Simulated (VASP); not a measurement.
# LiF (Pm-3m) in VASP: notebook, part 2 of 2

VASP 6.6.1.

## (4) Single point, LDA

This run uses another cell than the first one, of 7.50 Å³/atom, 0.941 times its volume.

INCAR reads:

```
SYSTEM = LiF
ALGO = Normal
EDIFF = 1E-6
ENCUT = 520
GGA = CA
ISIF = 2
ISMEAR = -1
LASPH = .TRUE.
LCHARG = .FALSE.
LREAL = .FALSE.
LWAVE = .FALSE.
NBANDS = 12
NELM = 80
PREC = Accurate
SIGMA = 0.02
```

KPOINTS reads:

```
k-points
0
G
  10 10 10
  0 0 0
```

POSCAR reads:

```
LiF
1.0
    2.4659928889      0.0000000000      0.0000000000
    0.0000000000      2.4659928889      0.0000000000
    0.0000000000      0.0000000000      2.4659928889
Li F
1 1
Direct
    0.0000000000      0.0000000000      0.0000000000
    0.5000000000      0.5000000000      0.5000000000
```

Potentials or basis: VASP PAW LDA potentials, release 64 (Li_sv, F).

On the command line:

```console
cat potpaw_LDA.64/Li_sv/POTCAR potpaw_LDA.64/F/POTCAR > POTCAR
mpirun -np 1 vasp_std > vasp.out
```

OUTCAR:

```text
SYSTEM = LiF
   EDIFF = 1E-6
   ENCUT = 520
   GGA = CA
   ISIF = 2
   ISMEAR = -1
   LASPH = .TRUE.
   LREAL = .FALSE.
   NELM = 80
   PREC = Accurate

 ion  position               nearest neighbor table
   1  0.000  0.000  0.000-   2 2.14   2 2.14   2 2.14   2 2.14   2 2.14   2 2.14   2 2.14   2 2.14

   2  0.500  0.500  0.500-   1 2.14   1 2.14   1 2.14   1 2.14   1 2.14   1 2.14   1 2.14   1 2.14

  LATTYP: Found a simple cubic cell.
 ALAT       =     2.4659928889

  Lattice vectors:

 A1 = (   2.4659928889,   0.0000000000,   0.0000000000)
 A2 = (   0.0000000000,   2.4659928889,   0.0000000000)
 A3 = (   0.0000000000,   0.0000000000,   2.4659928889)

Analysis of symmetry for initial positions (statically):
=====================================================================
 Subroutine PRICEL returns:
 Original cell was already a primitive cell.

 Routine SETGRP: Setting up the symmetry group for a
 simple cubic supercell.

 Subroutine GETGRP returns: Found 48 space group operations
 (whereof 48 operations were pure point group operations)
 out of a pool of 48 trial point group operations.

The static configuration has the point symmetry O_h .

Analysis of symmetry for dynamics (positions and initial velocities):
=====================================================================
 Subroutine PRICEL returns:
 Original cell was already a primitive cell.

 Routine SETGRP: Setting up the symmetry group for a
 simple cubic supercell.

 Subroutine GETGRP returns: Found 48 space group operations
 (whereof 48 operations were pure point group operations)
 out of a pool of 48 trial point group operations.

The dynamic configuration has the point symmetry O_h .

 Subroutine INISYM returns: Found 48 space group operations
 (whereof 48 operations are pure point group operations),
 and found     1 'primitive' translations

----------------------------------------------------------------------------------------

[... 119 lines left out ...]
   AEXX    =    0.0000 exact exchange contribution
   IVDW    =     0    specifies the selected vdW correction
   LEPSILON=     F    determine dielectric tensor
   LRPA    =     F    only Hartree local field effects (RPA)
 non-spin polarized calculation
  energy-cutoff  :      520.00
  volume of cell :       15.00
 maximum number of plane-waves:       437
   NGX =  9   NGY =  9   NGZ =  9

 number of electron      10.0000012 magnetization

 Free energy of the ion-electron system (eV)
  ---------------------------------------------------
  ext. energy  EPLUGINS =         0.00000000
  ---------------------------------------------------
  free energy    TOTEN  =        -9.91521072 eV

  energy without entropy =       -9.91521072  energy(sigma->0) =       -9.91521072

 E-fermi :   1.1963     XC(G=0): -11.1370

 val. band max:        0.6584197588   @ k =   0.5000   0.5000   0.0000
 cond. band min:       8.9505166419   @ k =   0.0000   0.0000   0.0000
 fundamental gap:      8.2920968831
 Fermi energy:         1.1962679396

 k-point     1 :       0.0000    0.0000    0.0000
  band No.  band energies     occupation
      1     -40.9155      2.00000
      2     -20.2622      2.00000
      3      -0.1530      2.00000
      4      -0.1530      2.00000
      5      -0.1530      2.00000
      6       8.9505      0.00000
      7      19.7322      0.00000
      8      19.7322      0.00000
      9      22.4558      0.00000
     10      22.4558      0.00000
     11      22.4558      0.00000
     12      40.8351      0.00000
[... 331 lines left out ...]
 k-point    24 :       0.3000    0.1000    0.1000
  band No.  band energies     occupation
      1     -40.8478      2.00000
      2     -19.7791      2.00000
      3      -2.4952      2.00000
      4      -0.2990      2.00000
      5      -0.1327      2.00000
      6      10.6362      0.00000
      7      15.9517      0.00000
      8      18.7667      0.00000
      9      22.1181      0.00000
     10      25.1504      0.00000
     11      31.6558      0.00000
     12      31.6560      0.00000

 [... further k-points ...]

------------------------ aborting loop because EDIFF is reached ----------------------------------------

  FORCE on cell =-STRESS in cart. coord.  units (eV):
  Direction    XX          YY          ZZ          XY          YZ          ZX
  --------------------------------------------------------------------------------------
  -------------------------------------------------------------------------------------
  Total       -0.0236644     -0.0236644     -0.0236644      0.0000000     -0.0000000      0.0000000
  in kB       -2.5283168     -2.5283168     -2.5283168      0.0000000     -0.0000000      0.0000000
  external PRESSURE =      -2.5283168 kB  Pullay stress =       0.0000000 kB

 VOLUME and BASIS-vectors are now :
 -----------------------------------------------------------------------------
  energy-cutoff  :      520.00
  volume of cell :       15.00
      direct lattice vectors                 reciprocal lattice vectors
     2.465992889  0.000000000  0.000000000     0.405516173  0.000000000  0.000000000
     0.000000000  2.465992889  0.000000000     0.000000000  0.405516173  0.000000000
     0.000000000  0.000000000  2.465992889     0.000000000  0.000000000  0.405516173

 POSITION                                       TOTAL-FORCE (eV/Angst)
 -----------------------------------------------------------------------------------
      0.00000      0.00000      0.00000         0.000000      0.000000      0.000000
      1.23300      1.23300      1.23300         0.000000      0.000000      0.000000
 -----------------------------------------------------------------------------------
    total drift:                                0.000000     -0.000000     -0.000000

  FREE ENERGIE OF THE ION-ELECTRON SYSTEM (eV)
  ---------------------------------------------------
  free  energy   TOTEN  =        -9.9152107233 eV

  energy  without entropy=       -9.9152107233  energy(sigma->0) =       -9.91521072
```

OSZICAR:

```text
N       E                     dE             d eps       ncg     rms          rms(c)
DAV:   1     0.278762180408E+02    0.27876E+02   -0.54127E+03  1480   0.842E+02
DAV:   2    -0.960355460425E+01   -0.37480E+02   -0.36866E+02  1664   0.183E+02
DAV:   3    -0.104209941646E+02   -0.81744E+00   -0.81630E+00  1692   0.227E+01
DAV:   4    -0.104271251201E+02   -0.61310E-02   -0.61308E-02  1444   0.211E+00
DAV:   5    -0.104271816218E+02   -0.56502E-04   -0.56501E-04  1700   0.157E-01    0.418E+00
DAV:   6    -0.994420849628E+01    0.48297E+00   -0.21664E+00  1376   0.892E+00    0.129E+00
DAV:   7    -0.992529394625E+01    0.18915E-01   -0.15693E-02  1756   0.105E+00    0.761E-01
DAV:   8    -0.991521566338E+01    0.10078E-01   -0.12915E-02  1868   0.105E+00    0.980E-02
DAV:   9    -0.991520419642E+01    0.11467E-04   -0.45320E-04  1564   0.204E-01    0.407E-02
DAV:  10    -0.991521107095E+01   -0.68745E-05   -0.30263E-05  1772   0.414E-02    0.430E-03
DAV:  11    -0.991521072330E+01    0.34765E-06   -0.77662E-07  1164   0.713E-03
   1 F= -.99152107E+01 E0= -.99152107E+01  d E =-.139884E-13
```

stdout:

```text
POSCAR found type information on POSCAR LiF
 POSCAR found :  2 types and       2 ions
 scaLAPACK will be used
 LDA part: xc-table for (Slater(with rela. corr.)+CA(PZ))
 , standard interpolation
 POSCAR, INCAR and KPOINTS ok, starting setup
 FFT: planning ... GRIDC
 FFT: planning ... GRID_SOFT
 FFT: planning ... GRID
 WAVECAR not read
 entering main loop
```

It took 3.4 s on 1 thread of AMD EPYC 9R45 (Zen 5), shared host; peak memory 0.08 GiB.

What came out:

```
Free energy            : -9.9152 eV
Band gap on the k mesh : 8.29 eV, indirect (least direct gap 9.10 eV)
```

Caveat: the cutoff is under 1.25 times the usual one of these potentials, so pressure, stress and relaxed cells hold a basis-set (Pulay) error.
